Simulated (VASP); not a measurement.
Crystal: Ag.

```
CELL_PARAMETERS angstrom
-1.64454 1.64454 1.64454
1.64454 -1.64454 1.64454
1.64454 1.64454 -1.64454
ATOMIC_POSITIONS crystal
Ag 0.00000 0.00000 0.00000
```

This cell differs from its parent crystal: volume scaled by 0.98.

Base run:

* Program: VASP 6.6.1
* Functional: PBE
* Potentials or basis: VASP PAW PBE potentials, release 64 (Ag)
* Cutoff: 520 eV
* k mesh: 11 × 11 × 11
* Occupations: fermi-dirac, width 0.05 eV
* Spin: no spin polarisation

Its results: pressure 0.9 GPa.

Task: The run is repeated on the same cell with these changes: functional from PBE to r2SCAN. What comes out?

Result: Pressure -1.9 GPa.

Caveats: the PAW data sets were made with another functional, which shifts forces and pressure a little (some runs).
